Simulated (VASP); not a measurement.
Crystal: PbS.

```
Pb S
1.0
     3.63513    0.00000    0.00000
     0.00000    3.63513    0.00000
     0.00000    0.00000    3.63513
Pb S
1 1
Direct
  0.00000 0.00000 0.00000
  0.50000 0.50000 0.50000
```

Base run:

```yaml
Program: VASP 6.6.1
Functional: r2SCAN
Potentials_or_basis: VASP PAW PBE potentials, release 64 (Pb_d, S)
Cutoff: 520 eV
k_mesh: 8 × 8 × 8
Occupations: fermi-dirac, width 0.02 eV
Spin: no spin polarisation
```

Its results: band gap on the k mesh zero (band 10 reaches 6.11 eV, above the bottom of band 11 at 5.86 eV); pressure 0.1 GPa.

Q: The run is repeated on the same cell with these changes: functional from r2SCAN to PBE; further incar settings from ALGO = Normal; EDIFF = 1e-07; NBANDS = 17 to ALGO = Normal; EDIFF = 1e-06; NBANDS = 17. What comes out?

A: Band gap on the k mesh zero (band 10 reaches 6.23 eV, above the bottom of band 11 at 5.79 eV); pressure 0.6 GPa.

Caveats: spin-orbit coupling is left out, which moves the levels of the heavy elements; the PAW data sets were made with another functional, which shifts forces and pressure a little (some runs).
